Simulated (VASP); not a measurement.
# CdS5 (P1) in VASP: further runs

The runs below take CdS5 through single point, with PBE.

Program: VASP 6.6.1. These are calculated values, not measurements. Logs are shortened: lines on timing, memory, paths and dates and some standing lists are left out, and cuts for length are marked.

## Step 1: The cell of the first run

The typed cell holds 12 atoms: a = 4.370 Å, b = 4.422 Å, c = 17.576 Å, α = 86.17°, β = 91.07°, γ = 103.44°.

## Step 2: Single point, PBE

INCAR reads:

```
ALGO = Normal
EDIFF = 1E-6
ENCUT = 630
GGA = PE
GGA_COMPAT = F
ISIF = 2
ISMEAR = 0
LASPH = T
LCHARG = F
LREAL = F
LWAVE = F
NBANDS = 62
NELM = 120
PREC = Accurate
SIGMA = 0.1
```

KPOINTS reads:

```
k-points
0
Gamma
  4 4 1
```

POSCAR reads:

```
CdS5
1.0
   -2.7029412005      3.4341274955     -0.0017035089
   -2.7410078460     -3.4657336765      0.1814093541
   -0.1083405487     -0.4940737159     17.5686508093
Cd S
2 10
Direct
    1.0324561382      0.0787483733     -0.0007039346
    0.5368821424      0.5809173143      0.4989383696
    0.5507634521      0.2566878441      0.3233112216
    0.0501894456      0.7540317915      0.8237608445
    0.2020861123      0.0392839738      0.2476108698
    0.7037313557      0.5385830723      0.7474053096
    0.4001749478      0.8125526413      0.1712120889
    0.9023697628      0.3131174065      0.6708771559
    0.5334828355      0.1430633464      0.0782756066
    1.0373101562      0.6437925151      0.5779954901
    0.3810734226      0.0664691674      0.4305458354
    0.8774802287      0.5647525542      0.9307711427
```

Potentials or basis: VASP PAW PBE potentials, release 64 (Cd_sv_GW, S).

Command:

```sh
cat potpaw_PBE.64/Cd_sv_GW/POTCAR potpaw_PBE.64/S/POTCAR > POTCAR
mpirun -np 1 vasp_std > vasp.out
```

OUTCAR:

```text
EDIFF = 1E-6
   ENCUT = 630
   GGA = PE
   ISIF = 2
   ISMEAR = 0
   LASPH = T
   LREAL = F
   NELM = 120
   PREC = Accurate

 ion  position               nearest neighbor table
   1  0.032  0.079  0.999-   9 2.54  12 2.59  12 2.61   9 2.69
   2  0.537  0.581  0.499-  10 2.54  11 2.59  11 2.61  10 2.69
   3  0.551  0.257  0.323-  11 2.09   5 2.10
   4  0.050  0.754  0.824-  12 2.09   6 2.10
   5  0.202  0.039  0.248-   7 2.05   3 2.10
   6  0.704  0.539  0.747-   8 2.05   4 2.10
   7  0.400  0.813  0.171-   5 2.05   9 2.11
   8  0.902  0.313  0.671-   6 2.05  10 2.11
   9  0.533  0.143  0.078-   7 2.11   1 2.54   1 2.69
  10  0.037  0.644  0.578-   8 2.11   2 2.54   2 2.69
  11  0.381  0.066  0.431-   3 2.09   2 2.59   2 2.61
  12  0.877  0.565  0.931-   4 2.09   1 2.59   1 2.61

  LATTYP: Found a triclinic cell.
 ALAT       =     4.4223685149
 B/A-ratio  =     0.9882158471
 C/A-ratio  =     3.9743252011
 COS(alpha) =     0.0186665568
 COS(beta)  =     0.0668543956
 COS(gamma) =     0.2324895744

  Lattice vectors:

 A1 = (  -2.7410078460,  -3.4657336765,   0.1814093541)
 A2 = (   2.7029412005,  -3.4341274955,   0.0017035089)
 A3 = (  -0.1083405487,  -0.4940737159,  17.5686508093)

Analysis of symmetry for initial positions (statically):
=====================================================================
 Subroutine PRICEL returns:
 Original cell was already a primitive cell.

 Routine SETGRP: Setting up the symmetry group for a
 triclinic supercell.

 Subroutine GETGRP returns: Found  1 space group operations
 (whereof  1 operations were pure point group operations)
 out of a pool of  2 trial point group operations.

The static configuration has the point symmetry C_1 .

Analysis of symmetry for dynamics (positions and initial velocities):
=====================================================================
 Subroutine PRICEL returns:
 Original cell was already a primitive cell.

 Routine SETGRP: Setting up the symmetry group for a
 triclinic supercell.

 Subroutine GETGRP returns: Found  1 space group operations
 (whereof  1 operations were pure point group operations)
 out of a pool of  2 trial point group operations.

The dynamic configuration has the point symmetry C_1 .
[... 104 lines left out ...]
   EDIFF  = 0.1E-05   stopping-criterion for ELM
   LREAL  =      F    real-space projection
   EDIFFG = 0.1E-04   stopping-criterion for IOM
   NSW    =      0    number of steps for IOM
[... 5 lines left out ...]
   TEBEG  =    0.0;   TEEND  =   0.0 temperature during run
   PSTRESS=    0.0 pullay stress
   NELECT =     100.0000    total number of electrons
   NUPDOWN=      -1.0000    fix difference up-down
   EMIN   =  10.00;   EMAX   =-10.00  energy-range for DOS
   EFERMI =   0.00;   METHOD = LEGACY
   ISMEAR =     0;   SIGMA  =   0.10  broadening in eV -4-tet -1-fermi 0-gaus
   EFERMI_NEDOS =   21; number of points for ismear=-14 and -15
   IALGO  =     38    algorithm
   IMIX   =      4    mixing-type and parameters
     AMIX     =   0.40;   BMIX     =  1.00
     AMIX_MAG =   1.60;   BMIX_MAG =  1.00
  volume/ion in A,a.u.               =      27.47       185.38
  Fermi-wavevector in a.u.,A,eV,Ry     =   1.100006  2.078711 16.463242  1.210014
  Thomas-Fermi vector in A             =   2.236410
   LORBIT       =      0    0 simple, 1 ext, 2 COOP (PROOUT), +10 PAW based schemes
   GGA     = PE    functional components
   LHFCALC =     F    Hartree Fock is set to
   AEXX    =    0.0000 exact exchange contribution
   IVDW    =     0    specifies the selected vdW correction
   LEPSILON=     F    determine dielectric tensor
   LRPA    =     F    only Hartree local field effects (RPA)
 non-spin polarized calculation
 Gauss-broadening in eV      SIGMA  =   0.10
  energy-cutoff  :      630.00
  volume of cell :      329.64
 maximum number of plane-waves:     11884
   NGX = 17   NGY = 19   NGZ = 71

 number of electron     100.0000004 magnetization

 Free energy of the ion-electron system (eV)
  ---------------------------------------------------
  ext. energy  EPLUGINS =         0.00000000
  ---------------------------------------------------
  free energy    TOTEN  =       -43.80468306 eV

  energy without entropy =      -43.80468306  energy(sigma->0) =      -43.80468306

 E-fermi :   2.4927     XC(G=0):  -8.1849

 val. band max:        1.9175713598   @ k =   0.2500   0.5000   0.0000
 cond. band min:       3.1588482883   @ k =   0.0000   0.0000   0.0000
 fundamental gap:      1.2412769285
 Fermi energy:         2.4926836820

 k-point     1 :       0.0000    0.0000    0.0000
  band No.  band energies     occupation
      1     -99.9840      2.00000
      2     -99.9833      2.00000
      3     -61.0760      2.00000
      4     -61.0752      2.00000
      5     -61.0337      2.00000
      6     -61.0331      2.00000
[... 639 lines left out ...]
     61       7.1905      0.00000
     62       7.6121      0.00000

------------------------ aborting loop because EDIFF is reached ----------------------------------------

  FORCE on cell =-STRESS in cart. coord.  units (eV):
  Direction    XX          YY          ZZ          XY          YZ          ZX
  --------------------------------------------------------------------------------------
  -------------------------------------------------------------------------------------
  Total       -0.5087192     -0.3367377     -1.1343807     -0.0549139      0.1029442     -0.1400909
  in kB       -2.4725775     -1.6366792     -5.5135411     -0.2669034      0.5003497     -0.6808975
  external PRESSURE =      -3.2075993 kB  Pullay stress =       0.0000000 kB

 VOLUME and BASIS-vectors are now :
 -----------------------------------------------------------------------------
  energy-cutoff  :      630.00
  volume of cell :      329.64
      direct lattice vectors                 reciprocal lattice vectors
    -2.702941201  3.434127495 -0.001703509    -0.184439963  0.146026810  0.002969248
    -2.741007846 -3.465733677  0.181409354    -0.183024809 -0.144058170 -0.005179929
    -0.108340549 -0.494073716 17.568650809     0.001871983  0.001501667  0.056973342

 POSITION                                       TOTAL-FORCE (eV/Angst)
 -----------------------------------------------------------------------------------
     -0.41184     -0.65519     17.57051         0.005452      0.009792     -0.001940
     -3.09752     -0.41610      8.87014         0.010179      0.014530     -0.000434
     -2.22729      0.84204      5.72577         0.128774     -0.017510      0.034347
     -2.29171     -2.84791     14.60907         0.087292     -0.012119      0.030214
     -0.68073      0.43550      4.35697        -0.064031      0.117977     -0.010526
     -3.45938      0.18084     13.22741        -0.043907      0.093306     -0.020752
     -3.32741     -1.52643      3.15469        -0.062873     -0.125290      0.013976
     -3.36999      1.68221     11.84167        -0.060327     -0.106063      0.012863
     -1.84259      1.29755      1.40024         0.053073      0.030362      0.065812
     -1.92811     -2.38866     10.27133         0.050649      0.020734      0.078661
     -1.25886      0.86557      7.57552        -0.059197     -0.018959     -0.100825
     -4.02061      0.59623     16.45335        -0.045084     -0.006762     -0.101394
 -----------------------------------------------------------------------------------
    total drift:                                0.002642      0.002373     -0.000339

  FREE ENERGIE OF THE ION-ELECTRON SYSTEM (eV)
  ---------------------------------------------------
  free  energy   TOTEN  =       -43.8046830555 eV

  energy  without entropy=      -43.8046830555  energy(sigma->0) =      -43.80468306
```

stdout:

```text
POSCAR found type information on POSCAR CdS
 POSCAR found :  2 types and      12 ions
 scaLAPACK will be used
 LDA part: xc-table for (Slater+PW92), standard interpolation
 POSCAR, INCAR and KPOINTS ok, starting setup
 FFT: planning ... GRIDC
 FFT: planning ... GRID_SOFT
 FFT: planning ... GRID
 WAVECAR not read
 entering main loop
```

It took 3.6 min on 1 thread of Intel Xeon Platinum 8559C (Emerald Rapids), shared host; peak memory 0.55 GiB.

What came out:

```
Free energy            : -43.8047 eV
Pressure               : -0.3 GPa
Largest force          : 0.141 eV/Å
Band gap on the k mesh : 1.24 eV
```

Forces in eV/Å, atoms in the order of the input:
```
Cd   0.005  0.010 -0.002
Cd   0.010  0.015  0.000
S    0.129 -0.018  0.034
S    0.087 -0.012  0.030
S   -0.064  0.118 -0.011
S   -0.044  0.093 -0.021
S   -0.063 -0.125  0.014
S   -0.060 -0.106  0.013
S    0.053  0.030  0.066
S    0.051  0.021  0.079
S   -0.059 -0.019 -0.101
S   -0.045 -0.007 -0.101
```

Levels at points of the mesh, in eV from the valence-band top:
```csv
k point,band 48,band 49,band 50,band 51,band 52,band 53
"(0.00, 0.00, 0.00)",-0.45,-0.30,-0.22,1.24,2.00,2.28
"(0.50, 0.00, 0.00)",-0.61,-0.20,-0.19,2.11,2.12,2.76
"(0.00, 0.50, 0.00)",-0.58,-0.08,-0.08,2.16,2.17,2.71
"(0.50, 0.50, 0.00)",-0.88,-0.10,-0.01,2.22,2.22,2.73
```

## Step 3: Single point, PBE

This run uses another cell than the first one, of 31.52 Å³/atom.

INCAR reads:

```
  PREC = Accurate
  ENCUT = 500
  EDIFF = 1E-6
  ISMEAR = 0
  SIGMA = 0.1
  LREAL = False
  LASPH = True
  NELM = 120
  ALGO = Normal
  ISIF = 2
  LWAVE = False
  LCHARG = False
  GGA = PE
  NBANDS = 54
  GGA_COMPAT = False
```

KPOINTS reads:

```
Automatic mesh
0
Gamma
  4 4 1
```

POSCAR reads:

```
CdS5
1.0
    4.7150674309      0.0000000000      0.0000000000
   -0.0044179957      4.8506670713      0.0000000000
   -0.9883735203     -0.9260624687     16.5382884528
Cd S
2 10
Direct
    0.1411420801      0.9502272387      0.0078453916
    0.6401687463      0.4489867993      0.0033362412
    0.2316980718      0.7930515023      0.6824378373
    0.5366858990      0.5079363175      0.7284081664
    0.6937377135      0.2839128723      0.6355136828
    0.3891428501      0.9804961458      0.5893887188
    0.9393176778      0.0442954828      0.2659912899
    0.6555152156      0.7555383637      0.3122408845
    0.8535615127      0.5704512562      0.4051680160
    0.1380459169      0.2660030756      0.3585919497
    0.1547488013      0.4625434603      0.0734664525
    0.6262355150      0.9365574859      0.9376113695
```

Potentials or basis: VASP PAW PBE potentials, release 64 (Cd, S).

Command:

```sh
cat potpaw_PBE.64/Cd/POTCAR potpaw_PBE.64/S/POTCAR > POTCAR
mpirun -np 1 vasp_std > vasp.out
```

Run time: 4.7 min. Hardware: 1 thread of Oxide Virtual Turin-like, shared host; peak memory 0.41 GiB.

The run converged. Its results:

```
Free energy            : -43.9472 eV
Pressure               : -0.2 GPa
Largest force          : 0.137 eV/Å
Band gap on the k mesh : 0.96 eV
```

Forces on the atoms (eV/Å):
```
Cd  -0.001 -0.003  0.003
Cd  -0.002  0.002 -0.002
S    0.104  0.027 -0.085
S    0.011 -0.026 -0.130
S   -0.102  0.028  0.084
S   -0.008 -0.027  0.130
S   -0.003  0.011  0.126
S    0.107 -0.011  0.079
S   -0.003  0.017 -0.128
S   -0.102 -0.018 -0.075
S    0.000  0.004  0.057
S   -0.002 -0.003 -0.058
```

Stress tensor (GPa, compression positive):
```
-0.10  0.00  0.00
 0.00 -0.21  0.00
 0.00  0.00 -0.28
```

Levels at points of the mesh, in eV from the valence-band top:
```tsv
k point	band 39	band 40	band 41	band 42	band 43	band 44	band 45	band 46
(0.00, 0.00, 0.00)	-0.86	-0.82	-0.05	0.00	0.96	1.47	2.09	2.14
(0.50, 0.00, 0.00)	-0.73	-0.72	-0.31	-0.28	2.08	2.13	2.46	2.50
(0.00, 0.50, 0.00)	-1.10	-1.07	-0.86	-0.86	2.35	2.36	3.35	3.38
(0.50, 0.50, 0.00)	-0.82	-0.82	-0.76	-0.76	3.08	3.09	3.19	3.20
```

## Step 4: Single point, PBE

This run uses another cell than the first one, of 31.74 Å³/atom.

INCAR reads:

```
SYSTEM = CdS5
PREC = Accurate
ENCUT = 500
EDIFF = 1E-6
ISMEAR = 0
SIGMA = 0.1
LREAL = .False.
LASPH = .True.
NELM = 120
ALGO = Normal
ISIF = 2
LWAVE = .False.
LCHARG = .False.
GGA = PE
NBANDS = 54
GGA_COMPAT = .False.
```

KPOINTS reads:

```
Automatic mesh
0
Gamma
  4 4 1
  0 0 0
```

POSCAR reads:

```
CdS5
1.0
   -4.7140001875     -0.0013427053      0.1051439954
    0.0030356758     -4.8114460963      0.0892627460
   -1.3572103068     -1.2235324281     16.8449618900
Cd S
2 10
Direct
    0.9869179767      0.0844788986      0.0017503644
    0.4879165402      0.5856819426      0.9987833820
    0.6382800270      0.1323660725      0.6854481051
    0.3293532785      0.4233103688      0.7313530791
    0.1801858917      0.6479291101      0.6392967112
    0.4894809911      0.9672811088      0.5933712911
    0.0730751065      0.9945724894      0.2684355905
    0.3492063599      0.2795697837      0.3147306427
    0.1334554665      0.4501861658      0.4064184419
    0.8573375934      0.7645098727      0.3598892647
    0.9622350129      0.5631461580      0.0685840662
    0.5125557555      0.1069680286      0.9319390613
```

Command:

```sh
cat potpaw_PBE.64/Cd/POTCAR potpaw_PBE.64/S/POTCAR > POTCAR
mpirun -np 1 vasp_std > vasp.out
```

It took 4.7 min on 1 thread of Oxide Virtual Turin-like, shared host; peak memory 0.4 GiB.

Results (log left out):

| Property | Result |
| --- | --- |
| Free energy | -43.9548 eV |
| Pressure | -0.2 GPa |
| Largest force | 0.143 eV/Å |
| Band gap on the k mesh | 0.93 eV |

Forces on the atoms (eV/Å):
```
Cd   0.000  0.000  0.007
Cd   0.001  0.001 -0.006
S    0.109  0.024 -0.090
S    0.014 -0.027 -0.137
S   -0.110  0.026  0.088
S   -0.015 -0.025  0.136
S    0.016  0.025  0.136
S    0.107 -0.024  0.078
S   -0.014  0.024 -0.135
S   -0.107 -0.025 -0.077
S    0.000  0.001  0.038
S   -0.001  0.000 -0.038
```

Stress tensor (GPa, compression positive):
```
-0.11  0.00  0.00
 0.00 -0.20 -0.01
 0.00 -0.01 -0.33
```

Levels at points of the mesh, in eV from the valence-band top:
```tsv
k point	band 39	band 40	band 41	band 42	band 43	band 44	band 45	band 46
(0.00, 0.00, 0.00)	-0.85	-0.77	-0.07	0.00	0.93	1.40	2.06	2.12
(0.50, 0.00, 0.00)	-0.72	-0.64	-0.34	-0.32	2.04	2.11	2.42	2.52
(0.00, 0.50, 0.00)	-1.09	-1.08	-0.96	-0.90	2.25	2.25	3.38	3.40
(0.50, 0.50, 0.00)	-0.79	-0.78	-0.74	-0.73	3.02	3.08	3.11	3.16
```

## Step 5: The runs side by side

```tsv
potentials or basis	cell	cutoff (eV)	gap on the mesh (eV)	pressure (GPa)	largest force (eV/Å)
VASP PAW PBE potentials, release 64 (Cd_sv_GW, S)	a = 4.370, b = 4.422, c = 17.576 Å, angles 86.2, 91.1, 103.4°, 12 atoms, atomic positions A	630	1.24	-0.3	0.14
VASP PAW PBE potentials, release 64 (Cd, S)	a = 4.715, b = 4.851, c = 16.594 Å, angles 93.2, 93.4, 90.1°, 12 atoms, atomic positions B	500	0.96	-0.2	0.14
VASP PAW PBE potentials, release 64 (Cd, S)	a = 4.715, b = 4.812, c = 16.944 Å, angles 84.8, 84.1, 90.0°, 12 atoms, atomic positions C	500	0.93	-0.2	0.14
```

Alike in all rows: task single point; level PBE; no spin polarisation; k mesh 4 × 4 × 1; smearing gaussian 0.1 eV.

Total energies depend on the potentials used, so only differences within one code and one set of settings carry meaning.
